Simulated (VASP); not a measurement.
Set up this calculation in VASP 6.6.1, as the native input.

```
Task                   : relaxation of cell and atoms
Functional             : PBEsol
Dispersion             : D3(BJ)
Potentials or basis    : VASP PAW PBE potentials, release 64 (W_sv, Se)
Cutoff                 : 600 eV
k mesh                 : 12 × 12 × 6
Occupations            : gaussian, width 0.02 eV
Spin                   : no spin polarisation
Target pressure        : 40 GPa
Dipole correction      : no
Further INCAR settings : ALGO = Normal; EDIFF = 1e-07; IBRION = 2; EDIFFG = -0.008; NSW = 70; ISIF = 3
```

The structure of WSe2 lies in POSCAR:

```
WSe2
1.0
    2.9862474677      0.0000000000      0.0000000000
   -1.4931237338      2.5861661690      0.0000000000
    0.0000000000      0.0000000000      6.1851243986
W Se
1 2
Direct
    0.0000000000      0.0000000000      0.0000000000
    0.3333333333      0.6666666667      0.2683308781
    0.3333333333      0.6666666667      0.7316691219
```

The input as run:

INCAR

```
SYSTEM = WSe2
ALGO     = Normal         ! electronic algorithm
EDIFF    = 1E-7           ! SCF threshold, eV
EDIFFG   = -0.008         ! ionic threshold
ENCUT    = 600            ! plane-wave cutoff, eV
GGA      = PS             ! functional
IBRION   = 2              ! ionic algorithm
ISIF     = 3              ! what is computed and relaxed
ISMEAR   = 0              ! smearing method
IVDW     = 12             ! dispersion correction
LASPH    = .True.         ! aspherical terms in the spheres
LCHARG   = .False.        ! write CHGCAR
LREAL    = .False.        ! projectors in reciprocal space
LWAVE    = .False.        ! write WAVECAR
NELM     = 100            ! most SCF steps
NSW      = 70             ! ionic steps
PREC     = Accurate       ! precision mode
PSTRESS  = 400.0        
SIGMA    = 0.02           ! smearing width, eV
```

KPOINTS

```
k-points
0
Gamma
  12 12 6
  0 0 0
```

Potentials or basis: VASP PAW PBE potentials, release 64 (W_sv, Se).

Run with:

```console
$ cat potpaw_PBE.64/W_sv/POTCAR potpaw_PBE.64/Se/POTCAR > POTCAR
$ mpirun -np 1 vasp_std > vasp.out
```

It gave:

```yaml
Relaxed_volume: 15.74 Å³/atom
Relaxed_cell: a = 2.965 Å, b = 2.965 Å, c = 6.201 Å, α = 90.00°, β = 90.00°, γ = 120.00°
Space_group_after_relaxing_to_0.1_Å: P-6m2 (No. 187)
Energy_change_on_relaxing_the_run_minimises_the_enthalpy: +15.7 meV/atom
Ionic_steps: 14
Pressure_after_relaxing: 40.0 GPa
Band_gap_on_the_k_mesh: 0.08 eV (least direct gap 0.50 eV)
Dispersion_energy_per_atom: -0.568 eV
```

Caveat: the cell is relaxed towards a set pressure, so the run minimises the enthalpy, not the energy; the PAW data sets were made with another functional, which shifts forces and pressure a little; spin-orbit coupling is left out, which moves the levels of the heavy elements.

Run time: 15 min on 1 thread of Intel Xeon 8259CL, with other jobs on the host, peak memory 0.22 GiB.
